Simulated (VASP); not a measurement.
# Al9N in VASP: relaxation of the atoms with PBEsol

Aim: the relaxation of the atoms of Al9N with PBEsol.

Everything below comes from runs of VASP 6.6.1. Logs are shortened: lines on timing, memory, paths and dates and some standing lists are left out, and cuts for length are marked.

### 1 The cell of the first run

The cell holds a slab with vacuum, 10 atoms: a = 2.836 Å, b = 2.836 Å, c = 37.644 Å, α = 90.00°, β = 90.00°, γ = 120.00°.

### 2 Relaxation of the atoms, PBEsol

Input file INCAR:

```
SYSTEM = Al9N
PREC = Accurate
ENCUT = 520
EDIFF = 1E-6
ISMEAR = 0
SIGMA = 0.1
LREAL = .False.
LASPH = .True.
NELM = 80
ALGO = Normal
ISIF = 2
LWAVE = .False.
LCHARG = .False.
LDIPOL = .True.
IDIPOL = 3
DIPOL = 0.5 0.5 0.501
GGA = PS
IBRION = 2
NSW = 90
EDIFFG = -0.03
```

Input file KPOINTS:

```
Automatic mesh
0
Gamma
  12 12 1
  0 0 0
```

Input file POSCAR:

```
Al9N
1.0
    2.8362844918      0.0000000000      0.0000000000
   -1.4181422459      2.4562944222      0.0000000000
    0.0000000000      0.0000000000     37.6442989108
Al N
9 1
Selective dynamics
Direct
    0.3333333333      0.6666666667      0.2257978033  F F F
    0.0000000000      0.0000000000      0.2877072406  F F F
    0.6666666667      0.3333333333      0.3496166779  F F F
    0.0000000000      0.0000000000      0.4115261153  F F F
    0.3333333333      0.6666666667      0.4729161237  T T T
    0.0000000000      0.0000000000      0.5342805556  T T T
    0.6666666667      0.3333333333      0.5966221375  T T T
    0.0000000000      0.0000000000      0.6583877038  T T T
    0.3333333333      0.6666666667      0.7209215701  T T T
    0.0000000000      0.0000000000      0.7480173064  T T T
```

Potentials or basis: VASP PAW PBE potentials, release 64 (Al, N).

Command:

```console
cat potpaw_PBE.64/Al/POTCAR potpaw_PBE.64/N/POTCAR > POTCAR
mpirun -np 1 vasp_std > vasp.out
```

OUTCAR:

```text
SYSTEM = Al9N
   PREC = Accurate
   ENCUT = 520
   EDIFF = 1E-6
   ISMEAR = 0
   LREAL = .False.
   LASPH = .True.
   NELM = 80
   ISIF = 2
   GGA = PS
   IBRION = 2
   NSW = 90
   EDIFFG = -0.03

 ion  position               nearest neighbor table
   1  0.333  0.667  0.226-   2 2.85   2 2.85   2 2.85
   2  0.000  0.000  0.288-   1 2.85   3 2.85   1 2.85   3 2.85   3 2.85   1 2.85
   3  0.667  0.333  0.350-   2 2.85   2 2.85   2 2.85   4 2.85   4 2.85   4 2.85
   4  0.000  0.000  0.412-   5 2.83   5 2.83   5 2.83   3 2.85   3 2.85   3 2.85
   5  0.333  0.667  0.473-   6 2.83   6 2.83   6 2.83   4 2.83   4 2.83   4 2.83
   6  0.000  0.000  0.534-   5 2.83   5 2.83   5 2.83   7 2.86   7 2.86   7 2.86
   7  0.667  0.333  0.597-   8 2.84   8 2.84   8 2.84   6 2.86   6 2.86   6 2.86
   8  0.000  0.000  0.658-   7 2.84   7 2.84   7 2.84   9 2.87   9 2.87   9 2.87
   9  0.333  0.667  0.721-  10 1.93  10 1.93  10 1.93   8 2.87   8 2.87   8 2.87
  10  0.000  0.000  0.748-   9 1.93   9 1.93   9 1.93

  LATTYP: Found a hexagonal cell.
 ALAT       =     2.8362844918
 C/A-ratio  =    13.2723988089

  Lattice vectors:

 A1 = (   2.8362844918,   0.0000000000,   0.0000000000)
 A2 = (  -1.4181422459,   2.4562944222,   0.0000000000)
 A3 = (   0.0000000000,   0.0000000000,  37.6442989108)

Analysis of symmetry for initial positions (statically):
=====================================================================
 Subroutine PRICEL returns:
 Original cell was already a primitive cell.

 Routine SETGRP: Setting up the symmetry group for a
 hexagonal supercell.

 Subroutine GETGRP returns: Found  6 space group operations
 (whereof  6 operations were pure point group operations)
 out of a pool of 24 trial point group operations.

The static configuration has the point symmetry C_3v.

Analysis of symmetry for dynamics (positions and initial velocities):
=====================================================================
 Subroutine PRICEL returns:
 Original cell was already a primitive cell.

 Routine SETGRP: Setting up the symmetry group for a
 hexagonal supercell.

 Subroutine GETGRP returns: Found  6 space group operations
 (whereof  6 operations were pure point group operations)
 out of a pool of 24 trial point group operations.

The dynamic configuration has the point symmetry C_3v.

Analysis of constrained symmetry for selective dynamics:
=====================================================================
 Subroutine PRICEL returns:
 Original cell was already a primitive cell.

 Routine SETGRP: Setting up the symmetry group for a
 hexagonal supercell.

 Subroutine GETGRP returns: Found  6 space group operations
 (whereof  6 operations were pure point group operations)
 out of a pool of 24 trial point group operations.

The constrained configuration has the point symmetry C_3v.

 Subroutine INISYM returns: Found  6 space group operations
 (whereof  6 operations are pure point group operations),
 and found     1 'primitive' translations

----------------------------------------------------------------------------------------

                                     Primitive cell

  volume of cell :     262.2584

  direct lattice vectors                    reciprocal lattice vectors
     2.836284492  0.000000000  0.000000000     0.352573941  0.203558660  0.000000000
    -1.418142246  2.456294422  0.000000000     0.000000000  0.407117319  0.000000000
     0.000000000  0.000000000 37.644298911     0.000000000  0.000000000  0.026564447

  length of vectors
     2.836284492  2.836284492 37.644298911     0.407117319  0.407117319  0.026564447

  position of ions in fractional coordinates (direct lattice)
     0.333333333  0.666666667  0.225797803
     0.000000000  0.000000000  0.287707241
     0.666666667  0.333333333  0.349616678
[... 68 lines left out ...]
   k-points           NKPTS =     19   k-points in BZ     NKDIM =     19   number of bands    NBANDS=     22
   number of dos      NEDOS =    301   number of ions     NIONS =     10
   total plane-waves  NPLWV = 161280
   dimension x,y,z NGX =    24 NGY =   24 NGZ =  280
   dimension x,y,z NGXF=    48 NGYF=   48 NGZF=  560
   ions per type =               9   1
   NGX,Y,Z   is equivalent  to a cutoff of  14.07, 14.07, 12.37 a.u.
   NGXF,Y,Z  is equivalent  to a cutoff of  28.13, 28.13, 24.73 a.u.
 SYSTEM =  Al9N
   PREC   = accura    normal or accurate (medium, high low for compatibility)
   ISTART =      0    job   : 0-new  1-cont  2-samecut
   ICHARG =      2    charge: 1-file 2-atom 10-const
   ISPIN  =      1    spin polarized calculation?
   LNONCOLLINEAR =      F non collinear calculations
   LSORBIT =      F    spin-orbit coupling
   LASPH  =      T    aspherical Exc in radial PAW
   ENCUT  =  520.0 eV  38.22 Ry    6.18 a.u.   5.27  5.27 69.99*2*pi/ulx,y,z
   NELM   =     80;   NELMIN=  2; NELMDL= -5     # of ELM steps
   EDIFF  = 0.1E-05   stopping-criterion for ELM
   LREAL  =      F    real-space projection
   EDIFFG = -.3E-01   stopping-criterion for IOM
   NSW    =     90    number of steps for IOM
   IBRION =      2    ionic relax: 0-MD 1-quasi-New 2-CG
   NFREE  =      1    steps in history (QN), initial steepest desc. (CG)
   ISIF   =      2    stress and relaxation
   ISYM   =      2    0-nonsym 1-usesym 2-fastsym
   POTIM  = 0.5000    time-step for ionic-motion
   TEBEG  =    0.0;   TEEND  =   0.0 temperature during run
   PSTRESS=    0.0 pullay stress
   NELECT =      32.0000    total number of electrons
   NUPDOWN=      -1.0000    fix difference up-down
   EMIN   =  10.00;   EMAX   =-10.00  energy-range for DOS
   EFERMI =   0.00;   METHOD = LEGACY
   ISMEAR =     0;   SIGMA  =   0.10  broadening in eV -4-tet -1-fermi 0-gaus
   EFERMI_NEDOS =   21; number of points for ismear=-14 and -15
   IALGO  =     38    algorithm
   IMIX   =      4    mixing-type and parameters
     AMIX     =   0.40;   BMIX     =  1.00
     AMIX_MAG =   1.60;   BMIX_MAG =  1.00
  volume/ion in A,a.u.               =      26.23       176.98
  Fermi-wavevector in a.u.,A,eV,Ry     =   0.811986  1.534430  8.970602  0.659321
  Thomas-Fermi vector in A             =   1.921445
   LORBIT       =      0    0 simple, 1 ext, 2 COOP (PROOUT), +10 PAW based schemes
   GGA     = PS    functional components
   LHFCALC =     F    Hartree Fock is set to
   AEXX    =    0.0000 exact exchange contribution
   IVDW    =     0    specifies the selected vdW correction
   LEPSILON=     F    determine dielectric tensor
   LRPA    =     F    only Hartree local field effects (RPA)
 conjugate gradient relaxation of ions
 non-spin polarized calculation
 Gauss-broadening in eV      SIGMA  =   0.10
  energy-cutoff  :      520.00
  volume of cell :      262.26
 maximum number of plane-waves:      7104
 NGX is ok and might be reduce to    24
   NGX = 11   NGY = 11   NGZ =139

--------------------------------------- Ionic step        1  -------------------------------------------

 number of electron      31.9999999 magnetization

 Free energy of the ion-electron system (eV)
  ---------------------------------------------------
  ext. energy  EPLUGINS =         0.00000000
  ---------------------------------------------------
  free energy    TOTEN  =       -44.10091211 eV

  energy without entropy =      -44.08226705  energy(sigma->0) =      -44.09158958

------------------------ aborting loop because EDIFF is reached ----------------------------------------

  FORCE on cell =-STRESS in cart. coord.  units (eV):
  Direction    XX          YY          ZZ          XY          YZ          ZX
  --------------------------------------------------------------------------------------
  -------------------------------------------------------------------------------------
  Total        1.6985265      1.6985265     -3.3092298      0.0000000      0.0000000      0.0000000
  in kB       10.3765622     10.3765622    -20.2165982      0.0000000      0.0000000      0.0000000
  external PRESSURE =       0.1788420 kB  Pullay stress =       0.0000000 kB
[... 25 lines left out ...]
  FREE ENERGIE OF THE ION-ELECTRON SYSTEM (eV)
  ---------------------------------------------------
  free  energy   TOTEN  =       -44.1009121147 eV

  energy  without entropy=      -44.0822670530  energy(sigma->0) =      -44.09158958

 dipolmoment           0.000000      0.000000     -0.075158 electrons x Angstroem

--------------------------------------- Ionic step        2  -------------------------------------------

 number of electron      31.9999998 magnetization

------------------------ aborting loop because EDIFF is reached ----------------------------------------
[... 77 lines left out ...]
  FREE ENERGIE OF THE ION-ELECTRON SYSTEM (eV)
  ---------------------------------------------------
  free  energy   TOTEN  =       -45.3943797984 eV

  energy  without entropy=      -45.3797928445  energy(sigma->0) =      -45.38708632

[... ionic steps 4 to 11 ...]

--------------------------------------- Ionic step       12  -------------------------------------------

 number of electron      31.9999998 magnetization

------------------------ aborting loop because EDIFF is reached ----------------------------------------
[... 83 lines left out ...]
--------------------------------------- Ionic step       14  -------------------------------------------

 number of electron      31.9999999 magnetization

 dipolmoment           0.000000      0.000000      0.055694 electrons x Angstroem

 Free energy of the ion-electron system (eV)
  ---------------------------------------------------
  ext. energy  EPLUGINS =         0.00000000
  ---------------------------------------------------
  free energy    TOTEN  =       -45.41553263 eV

  energy without entropy =      -45.40266624  energy(sigma->0) =      -45.40909943

 E-fermi :   2.4309     XC(G=0):  -6.3684

 val. band max:        2.3425851568   @ k =   0.0833   0.0833   0.0000
 cond. band min:       2.4454157543   @ k =   0.4167   0.0000   0.0000
 fundamental gap:      0.1028305975
 Fermi energy:         2.4309350181

 k-point     1 :       0.0000    0.0000    0.0000
  band No.  band energies     occupation
      1     -13.5571      2.00000
      2      -8.6312      2.00000
      3      -8.3288      2.00000
      4      -7.8726      2.00000
      5      -7.2513      2.00000
      6      -6.4836      2.00000
[... 464 lines left out ...]
     21       2.2395      1.99323
     22       2.7612      0.00000

------------------------ aborting loop because EDIFF is reached ----------------------------------------

 vacuum level on the upper side and lower side of the slab       (xc-potential included)         0.691        -0.739

  FORCE on cell =-STRESS in cart. coord.  units (eV):
  Direction    XX          YY          ZZ          XY          YZ          ZX
  --------------------------------------------------------------------------------------
  -------------------------------------------------------------------------------------
  Total       10.4367330     10.4367330      0.0327023      0.0000000      0.0000000      0.0000000
  in kB       63.7596214     63.7596214      0.1997834      0.0000000      0.0000000      0.0000000
  external PRESSURE =      42.5730087 kB  Pullay stress =       0.0000000 kB
[... 25 lines left out ...]
  FREE ENERGIE OF THE ION-ELECTRON SYSTEM (eV)
  ---------------------------------------------------
  free  energy   TOTEN  =       -45.4155326277 eV

  energy  without entropy=      -45.4026662362  energy(sigma->0) =      -45.40909943

 reached required accuracy - stopping structural energy minimisation

 vacuum level on the upper side and lower side of the slab         8.050         6.589
```

Wall time 25 min (1 thread of Intel Xeon Platinum 8488C (Sapphire Rapids), shared host); peak memory 0.45 GiB.

What came out:

```yaml
Free_energy: -45.4155 eV
Energy_gained_by_relaxing: 131.5 meV/atom
Ionic_steps: 14
Band_gap_on_the_k_mesh: zero (bands 16 and 17 overlap by 3.26 eV)
```

Step by step:
| step | energy change (eV) | largest force on free atoms (eV/Å) | pressure (GPa) |
| --- | --- | --- | --- |
| 1 | 0.0000 | 3.6284 | 0.02 |
| 2 | -0.9728 | 2.0745 | 2.18 |
| 3 | -1.2935 | 0.3139 | 4.45 |
| 4 | -1.2939 | 0.3167 | 4.38 |
| 5 | -1.2936 | 0.3194 | 4.30 |
| 6 | -1.3005 | 0.2378 | 4.30 |
| 7 | -1.3067 | 0.1310 | 4.31 |
| 8 | -1.3093 | 0.0934 | 4.30 |
| 9 | -1.3110 | 0.0691 | 4.30 |
| 10 | -1.3122 | 0.0527 | 4.28 |
| 11 | -1.3131 | 0.0563 | 4.23 |
| 12 | -1.3138 | 0.0451 | 4.25 |
| 13 | -1.3142 | 0.0328 | 4.29 |
| 14 | -1.3146 | 0.0123 | 4.26 |

Final structure:
```yaml
crystal:
  lattice:
    - [2.83628, 0.00000, 0.00000]
    - [-1.41814, 2.45629, 0.00000]
    - [0.00000, 0.00000, 37.64430]
  atoms:
    - { symbol: Al, position: [0.33333, 0.66667, 0.22580] }
    - { symbol: Al, position: [0.00000, 0.00000, 0.28771] }
    - { symbol: Al, position: [0.66667, 0.33333, 0.34962] }
    - { symbol: Al, position: [0.00000, 0.00000, 0.41153] }
    - { symbol: Al, position: [0.33333, 0.66667, 0.47306] }
    - { symbol: Al, position: [0.00000, 0.00000, 0.53504] }
    - { symbol: Al, position: [0.66667, 0.33333, 0.59744] }
    - { symbol: Al, position: [0.00000, 0.00000, 0.66139] }
    - { symbol: Al, position: [0.33333, 0.66667, 0.72847] }
    - { symbol: N, position: [0.00000, 0.00000, 0.73778] }
```

Levels at points of the mesh, in eV from the Fermi level:
```csv
k point,band 12,band 13,band 14,band 15,band 16,band 17,band 18,band 19
"(0.00, 0.00, 0.00)",-2.04,-1.49,-1.49,-0.56,1.03,2.61,3.86,4.63
"(0.50, 0.00, 0.00)",-2.82,-2.48,-2.32,-2.05,-1.57,-0.85,-0.53,0.34
```

Caveat: the PAW data sets were made with another functional, which shifts forces and pressure a little.

The gap in the log of VASP goes by the Fermi energy; the results here count the filled bands.